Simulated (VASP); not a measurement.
Here is a VASP 6.6.1 calculation.

The input INCAR:

```
SYSTEM = ZrB2
ALGO = Normal
EDIFF = 1E-7
ENCUT = 520
GGA = PE
ISIF = 2
ISMEAR = 0
LASPH = .TRUE.
LCHARG = .FALSE.
LREAL = .FALSE.
LWAVE = .FALSE.
NBANDS = 16
NELM = 80
PREC = Accurate
SIGMA = 0.011
```

The input KPOINTS:

```
k-points
0
G
  10 10 8
  0 0 0
```

The input POSCAR:

```
ZrB2
1.0
    3.1700000000      0.0000000000      0.0000000000
   -1.5850000000      2.7453005300      0.0000000000
    0.0000000000      0.0000000000      3.5330000000
Zr B
1 2
Direct
    0.0000000000      0.0000000000      0.0000000000
    0.6666666667      0.3333333333      0.5000000000
    0.3333333333      0.6666666667      0.5000000000
```

Potentials or basis: VASP PAW PBE potentials, release 64 (Zr_sv, B).

Command:

```bash
$ cat potpaw_PBE.64/Zr_sv/POTCAR potpaw_PBE.64/B/POTCAR > POTCAR
$ mpirun -np 1 vasp_std > vasp.out
```

**Question.** Estimate the band gap on the k mesh.

**Answer.** Zero (band 9 reaches 11.10 eV, above the bottom of band 10 at 10.29 eV).

**Question.** Estimate the pressure.

**Answer.** 0.9 GPa.

Stress tensor (GPa, compression positive):
```
0.51 0.00 0.00
0.00 0.51 0.00
0.00 0.00 1.77
```
